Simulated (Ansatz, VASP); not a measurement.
# One calculation of Pt2C, two programs

```xyz
3
Lattice="0.0000 2.7166 2.7166 2.7166 0.0000 2.7166 2.7166 2.7166 0.0000" Properties=species:S:1:pos:R:3 pbc="T T T"
Pt    1.3583    1.3583    1.3583
Pt    4.0748    4.0748    4.0748
C     0.0000    0.0000    0.0000
```

Alike in both runs: functional PBE; k mesh 14 × 14 × 14; occupations gaussian, width 0.1 eV; no spin polarisation.

Ansatz relaxed the structure, and its values are those at the end. VASP's run is a single point on that final structure, the one shown.

|  | VASP | Ansatz |
| --- | --- | --- |
| version | VASP 6.6.1 | Ansatz 0.2.0 |
| potentials or method | VASP PAW PBE potentials, release 64 (Pt, C), cutoff 520 eV | scalar-relativistic, plane waves, PAW |
| valence electrons in the cell | 24 | 40 |

```tsv
	VASP	Ansatz	Ansatz less VASP
gap on the k mesh at the Fermi level (eV)	none	none	-
pressure (GPa)	-0.3	0.0	+0.29
```

A gap of «none» marks a metal or a gap that the smearing closes. VASP's potentials hold 24 valence electrons a cell and Ansatz's 40, so a difference there can come from the potentials and not from the codes.

Neither program's run includes spin-orbit coupling.
